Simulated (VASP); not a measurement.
# BN (P6_3mc) in VASP: single point with r2SCAN

Aim: the single point of BN with r2SCAN.

All numbers are computed with VASP 6.6.1; they aren't measurements. Logs are shortened: lines on timing, memory, paths and dates and some standing lists are left out, and cuts for length are marked.

### Step 1. The cell of the first run

It takes space group P6_3mc (No. 186, hexagonal). Conventional cell: a = 2.543 Å, b = 2.543 Å, c = 4.207 Å, α = 90.00°, β = 90.00°, γ = 120.00°. Within 2.0 Å of B (site symmetry 3m) lie 4 N at 1.48 to 1.89 Å. Within 2.0 Å of N (site symmetry 3m) lie 4 B at 1.48 to 1.89 Å.

### Step 2. Single point, r2SCAN (atoms moved along the polar distortion)

Contents of POSCAR:

```
BN
1.0
    2.5433243829      0.0000000000      0.0000000000
   -1.2716621915      2.2025835257      0.0000000000
    0.0000000000      0.0000000000      4.2068547497
B N
2 2
Direct
    0.3333333333      0.6666666667     -0.0379212392
    0.6666666667      0.3333333333      0.4620787608
    0.3333333333      0.6666666667      0.4119212392
    0.6666666667      0.3333333333      0.9119212392
```

Contents of INCAR.step1:

```
PREC = Accurate ; ENCUT = 1460
ISMEAR = 0 ; SIGMA = 0.01
LREAL = False ; LASPH = True
NELM = 120 ; NBANDS = 16
GGA = PE ; ALGO = Normal
EDIFF = 1E-5 ; LWAVE = True
LCHARG = False ; GGA_COMPAT = False
```

Contents of INCAR.step2:

```
PREC = Accurate ; ENCUT = 1460
EDIFF = 1E-6 ; ISMEAR = 0
SIGMA = 0.01 ; LREAL = False
LASPH = True ; NELM = 120
ALGO = Normal ; ISIF = 2
LWAVE = False ; LCHARG = True
METAGGA = R2SCAN ; LMIXTAU = True
LELF = True ; LVHAR = True
NBANDS = 16 ; ISTART = 1
GGA_COMPAT = False
```

Contents of KPOINTS:

```
regular mesh
0
Gamma
  12 12 6
```

Potentials or basis: VASP PAW PBE potentials, release 64 (B_h, N_h).

Command:

```
> cat potpaw_PBE.64/B_h/POTCAR potpaw_PBE.64/N_h/POTCAR > POTCAR
> cp INCAR.step1 INCAR
> mpirun -np 1 vasp_std > vasp.out
> cp INCAR.step2 INCAR
> mpirun -np 1 vasp_std > vasp.out
```

OUTCAR:

```text
PREC = Accurate
   ENCUT = 1460
   EDIFF = 1E-6
   ISMEAR = 0
   LREAL = False
   LASPH = True
   NELM = 120
   ISIF = 2
   METAGGA = R2SCAN
   ISTART = 1

 ion  position               nearest neighbor table
   1  0.333  0.667  0.962-
   2  0.667  0.333  0.462-
   3  0.333  0.667  0.412-
   4  0.667  0.333  0.912-

  LATTYP: Found a hexagonal cell.
 ALAT       =     2.5433243829
 C/A-ratio  =     1.6540771511

  Lattice vectors:

 A1 = (   2.5433243829,   0.0000000000,   0.0000000000)
 A2 = (  -1.2716621915,   2.2025835257,   0.0000000000)
 A3 = (   0.0000000000,   0.0000000000,   4.2068547497)

Analysis of symmetry for initial positions (statically):
=====================================================================
 Subroutine PRICEL returns:
 Original cell was already a primitive cell.

 Routine SETGRP: Setting up the symmetry group for a
 hexagonal supercell.

 Subroutine GETGRP returns: Found 12 space group operations
 (whereof  6 operations were pure point group operations)
 out of a pool of 24 trial point group operations.

The static configuration has the point symmetry C_3v.
 The point group associated with its full space group is C_6v.

Analysis of symmetry for dynamics (positions and initial velocities):
=====================================================================
 Subroutine PRICEL returns:
 Original cell was already a primitive cell.

 Routine SETGRP: Setting up the symmetry group for a
 hexagonal supercell.

 Subroutine GETGRP returns: Found 12 space group operations
 (whereof  6 operations were pure point group operations)
 out of a pool of 24 trial point group operations.

The dynamic configuration has the point symmetry C_3v.
 The point group associated with its full space group is C_6v.

 Subroutine INISYM returns: Found 12 space group operations
 (whereof  6 operations are pure point group operations),
 and found     1 'primitive' translations

----------------------------------------------------------------------------------------

                                     Primitive cell

  volume of cell :      23.5663

  direct lattice vectors                    reciprocal lattice vectors
     2.543324383  0.000000000  0.000000000     0.393186181  0.227006147  0.000000000
    -1.271662191  2.202583526  0.000000000     0.000000000  0.454012294  0.000000000
     0.000000000  0.000000000  4.206854750     0.000000000  0.000000000  0.237707280

  length of vectors
     2.543324383  2.543324383  4.206854750     0.454012294  0.454012294  0.237707280

  position of ions in fractional coordinates (direct lattice)
     0.333333333  0.666666667  0.962078761
     0.666666667  0.333333333  0.462078761
     0.333333333  0.666666667  0.411921239
     0.666666667  0.333333333  0.911921239

  ion indices of the primitive-cell ions
   primitive index   ion index
                 1           1
                 2           2
                 3           3
                 4           4

----------------------------------------------------------------------------------------

 KPOINTS: regular mesh

Automatic generation of k-mesh.
 Grid dimensions read from file:
 generate k-points for:   12   12    6

 Generating k-lattice:

  Cartesian coordinates                     Fractional coordinates (reciprocal lattice)
     0.032765515  0.018917179  0.000000000     0.083333333  0.000000000  0.000000000
     0.000000000  0.037834358  0.000000000     0.000000000  0.083333333  0.000000000
     0.000000000  0.000000000  0.039617880     0.000000000  0.000000000  0.166666667

  Length of vectors
     0.037834358  0.037834358  0.039617880

  Shift w.r.t. Gamma in fractional coordinates (k-lattice)
     0.000000000  0.000000000  0.000000000

 Subroutine IBZKPT returns following result:
 ===========================================

 Found     76 irreducible k-points:

 Following reciprocal coordinates:
            Coordinates               Weight
  0.000000  0.000000  0.000000      1.000000
  0.083333  0.000000  0.000000      6.000000
  0.166667  0.000000  0.000000      6.000000
  0.250000  0.000000  0.000000      6.000000
  0.333333  0.000000  0.000000      6.000000
  0.416667  0.000000  0.000000      6.000000
[... 16 lines left out ...]
  0.250000  0.000000  0.166667     12.000000
  0.333333  0.000000  0.166667     12.000000
 [... further k-points ...]
   k-points           NKPTS =     76   k-points in BZ     NKDIM =     76   number of bands    NBANDS=     16
   number of dos      NEDOS =    301   number of ions     NIONS =      4
   total plane-waves  NPLWV =  55296
   dimension x,y,z NGX =    32 NGY =   32 NGZ =   54
   dimension x,y,z NGXF=    64 NGYF=   64 NGZF=  108
   ions per type =               2   2
   NGX,Y,Z   is equivalent  to a cutoff of  20.92, 20.92, 21.34 a.u.
   NGXF,Y,Z  is equivalent  to a cutoff of  41.83, 41.83, 42.68 a.u.
 SYSTEM =  unknown system
   PREC   = accura    normal or accurate (medium, high low for compatibility)
   ISTART =      1    job   : 0-new  1-cont  2-samecut
   ICHARG =      0    charge: 1-file 2-atom 10-const
   ISPIN  =      1    spin polarized calculation?
   LNONCOLLINEAR =      F non collinear calculations
   LSORBIT =      F    spin-orbit coupling
   LASPH  =      T    aspherical Exc in radial PAW
   ENCUT  = 1460.0 eV 107.31 Ry   10.36 a.u.   7.92  7.92 13.11*2*pi/ulx,y,z
   NELM   =    120;   NELMIN=  2; NELMDL=  0     # of ELM steps
   EDIFF  = 0.1E-05   stopping-criterion for ELM
   LREAL  =      F    real-space projection
   EDIFFG = 0.1E-04   stopping-criterion for IOM
   NSW    =      0    number of steps for IOM
   IBRION =     -1    ionic relax: 0-MD 1-quasi-New 2-CG
   NFREE  =      0    steps in history (QN), initial steepest desc. (CG)
   ISIF   =      2    stress and relaxation
   ISYM   =      2    0-nonsym 1-usesym 2-fastsym
   POTIM  = 0.5000    time-step for ionic-motion
   TEBEG  =    0.0;   TEEND  =   0.0 temperature during run
   PSTRESS=    0.0 pullay stress
   NELECT =      16.0000    total number of electrons
   NUPDOWN=      -1.0000    fix difference up-down
   EMIN   =  10.00;   EMAX   =-10.00  energy-range for DOS
   EFERMI =   0.00;   METHOD = LEGACY
   ISMEAR =     0;   SIGMA  =   0.01  broadening in eV -4-tet -1-fermi 0-gaus
   EFERMI_NEDOS =   21; number of points for ismear=-14 and -15
   IALGO  =     38    algorithm
   IMIX   =      4    mixing-type and parameters
     AMIX     =   0.40;   BMIX     =  1.00
     AMIX_MAG =   1.60;   BMIX_MAG =  1.00
  volume/ion in A,a.u.               =       5.89        39.76
  Fermi-wavevector in a.u.,A,eV,Ry     =   1.438857  2.719045 28.168267  2.070309
  Thomas-Fermi vector in A             =   2.557777
   LORBIT       =      0    0 simple, 1 ext, 2 COOP (PROOUT), +10 PAW based schemes
   METAGGA = R2SCAN    functional components
   LHFCALC =     F    Hartree Fock is set to
   AEXX    =    0.0000 exact exchange contribution
   IVDW    =     0    specifies the selected vdW correction
   LEPSILON=     F    determine dielectric tensor
   LRPA    =     F    only Hartree local field effects (RPA)
 non-spin polarized calculation
 Gauss-broadening in eV      SIGMA  =   0.01
  energy-cutoff  :     1460.00
  volume of cell :       23.57
 maximum number of plane-waves:      3018
 NGX is ok and might be reduce to    32
   NGX = 15   NGY = 15   NGZ = 27

 number of electron      16.0000000 magnetization

 Free energy of the ion-electron system (eV)
  ---------------------------------------------------
  ext. energy  EPLUGINS =         0.00000000
  ---------------------------------------------------
  free energy    TOTEN  =       -37.05356067 eV

  energy without entropy =      -37.05356067  energy(sigma->0) =      -37.05356067

 E-fermi :  10.6115     XC(G=0): -13.7369

 val. band max:       10.4700774255   @ k =   0.0000   0.0000   0.0000
 cond. band min:      14.8736946131   @ k =   0.5000   0.0000   0.3333
 fundamental gap:      4.4036171876
 Fermi energy:        10.6114912394

 k-point     1 :       0.0000    0.0000    0.0000
  band No.  band energies     occupation
      1     -12.4367      2.00000
      2      -8.1876      2.00000
      3      -1.5392      2.00000
      4       6.1261      2.00000
      5       6.1261      2.00000
      6       7.7308      2.00000
[... 8 lines left out ...]
     15      21.2531      0.00000
     16      25.3667      0.00000

 k-point     2 :       0.0833    0.0000    0.0000
  band No.  band energies     occupation
      1     -12.2843      2.00000
      2      -8.0791      2.00000
      3      -1.3607      2.00000
      4       5.4631      2.00000
      5       5.8300      2.00000
      6       7.1940      2.00000
[... 8 lines left out ...]
     15      21.8106      0.00000
     16      25.0833      0.00000

 k-point     3 :       0.1667    0.0000    0.0000
  band No.  band energies     occupation
      1     -11.8324      2.00000
      2      -7.7697      2.00000
      3      -0.8316      2.00000
      4       3.8461      2.00000
      5       5.1281      2.00000
      6       5.8394      2.00000
[... 8 lines left out ...]
     15      23.3145      0.00000
     16      24.2865      0.00000

 k-point     4 :       0.2500    0.0000    0.0000
  band No.  band energies     occupation
      1     -11.0998      2.00000
      2      -7.3212      2.00000
      3       0.0247      2.00000
      4       1.9084      2.00000
      5       4.1141      2.00000
      6       4.3359      2.00000
[... 8 lines left out ...]
     15      24.3658      0.00000
     16      25.3957      0.00000
[... 324 lines left out ...]
 k-point    22 :       0.1667    0.0000    0.1667
  band No.  band energies     occupation
      1     -11.6608      2.00000
      2      -8.2704      2.00000
      3      -0.0293      2.00000
      4       3.9933      2.00000
      5       5.2360      2.00000
      6       5.6102      2.00000
[... 8 lines left out ...]
     15      23.0893      0.00000
     16      24.3545      0.00000

 k-point    23 :       0.2500    0.0000    0.1667
  band No.  band energies     occupation
      1     -10.9343      2.00000
      2      -7.7593      2.00000
      3       0.5729      2.00000
      4       2.2487      2.00000
      5       3.8330      2.00000
      6       4.4500      2.00000
[... 8 lines left out ...]
     15      24.7752      0.00000
     16      25.1772      0.00000

 k-point    24 :       0.3333    0.0000    0.1667
  band No.  band energies     occupation
      1      -9.9777      2.00000
      2      -7.2234      2.00000
      3      -0.0864      2.00000
      4       1.9524      2.00000
      5       2.2640      2.00000
      6       3.7850      2.00000
[... 8 lines left out ...]
     15      25.9415      0.00000
     16      27.3967      0.00000

 [... further k-points ...]
[... 5 lines left out ...]
  --------------------------------------------------------------------------------------
  -------------------------------------------------------------------------------------
  Total        0.4453406      0.4453406      7.3568008     -0.0000000      0.0000000      0.0000000
  in kB       30.2768839     30.2768839    500.1588056     -0.0000000      0.0000000      0.0000000
  external PRESSURE =     186.9041911 kB  Pullay stress =       0.0000000 kB

 VOLUME and BASIS-vectors are now :
 -----------------------------------------------------------------------------
  energy-cutoff  :     1460.00
  volume of cell :       23.57
      direct lattice vectors                 reciprocal lattice vectors
     2.543324383  0.000000000  0.000000000     0.393186181  0.227006147  0.000000000
    -1.271662191  2.202583526  0.000000000     0.000000000  0.454012294  0.000000000
     0.000000000  0.000000000  4.206854750     0.000000000  0.000000000  0.237707280

 POSITION                                       TOTAL-FORCE (eV/Angst)
 -----------------------------------------------------------------------------------
     -0.00000      1.46839      4.04733        -0.000000      0.000000      2.461687
      1.27166      0.73419      1.94390         0.000000     -0.000000      2.461687
     -0.00000      1.46839      1.73289        -0.000000     -0.000000     -2.461687
      1.27166      0.73419      3.83632         0.000000      0.000000     -2.461687
 -----------------------------------------------------------------------------------
    total drift:                               -0.000000      0.000000     -0.000417

  FREE ENERGIE OF THE ION-ELECTRON SYSTEM (eV)
  ---------------------------------------------------
  free  energy   TOTEN  =       -37.0535606669 eV

  energy  without entropy=      -37.0535606669  energy(sigma->0) =      -37.05356067
```

It took 13 min on 1 thread of AMD EPYC, shared host; peak memory 0.27 GiB.

Results:

| Property | Result |
| --- | --- |
| Free energy | -37.0536 eV |
| Pressure | 18.7 GPa |
| Largest force | 2.462 eV/Å |
| Band gap on the k mesh | 4.40 eV (least direct gap 7.01 eV) |

Forces on the atoms (eV/Å):
```
B    0.000  0.000  2.462
B    0.000  0.000  2.462
N    0.000  0.000 -2.462
N    0.000  0.000 -2.462
```

Caveat: the cell differs from its parent crystal (atoms moved along the polar distortion); the stress differs along the axes, from 3 to 50 GPa; the PAW data sets were made with another functional, which shifts forces and pressure a little.
